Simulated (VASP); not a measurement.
# Zr2Ti: single point with PBE

Crystal: Zr2Ti.

```
CELL_PARAMETERS angstrom
0.00000 4.04523 4.04523
4.04523 0.00000 4.04523
4.04523 4.04523 0.00000
ATOMIC_POSITIONS crystal
Zr 0.62500 0.62500 0.62500
Zr 0.12500 0.62500 0.62500
Zr 0.62500 0.62500 0.12500
Zr 0.62500 0.12500 0.62500
Ti 0.00000 0.00000 0.00000
Ti 0.25000 0.25000 0.25000
```

```
Program                : VASP 6.6.1
Task                   : single point
Functional             : PBE
Potentials or basis    : VASP PAW PBE potentials, release 64 (Zr_sv, Ti_sv)
Cutoff                 : 500 eV
k mesh                 : 4 × 4 × 4
Occupations            : gaussian, width 0.1 eV
Spin                   : no spin polarisation
Dipole correction      : no
Further INCAR settings : ALGO = Normal; EDIFF = 1e-06; NBANDS = 45
```

```yaml
Pressure: 0.1 GPa
Band_gap_on_the_k_mesh: zero (bands 36 and 37 overlap by 0.06 eV)
```

Levels at points of the mesh, in eV from the Fermi level:
```tsv
k point	band 34	band 35	band 36	band 37	band 38	band 39
(0.00, 0.00, 0.00)	-0.49	0.03	0.03	0.38	0.38	0.38
(0.50, 0.00, 0.00)	-0.27	-0.01	-0.01	0.09	0.09	0.14
(0.50, 0.50, 0.00)	-0.61	-0.33	-0.33	0.03	0.03	0.48
```

Wall time 120 s on 1 thread of Oxide Virtual Turin-like Processor (shared host), peak memory 0.23 GiB.
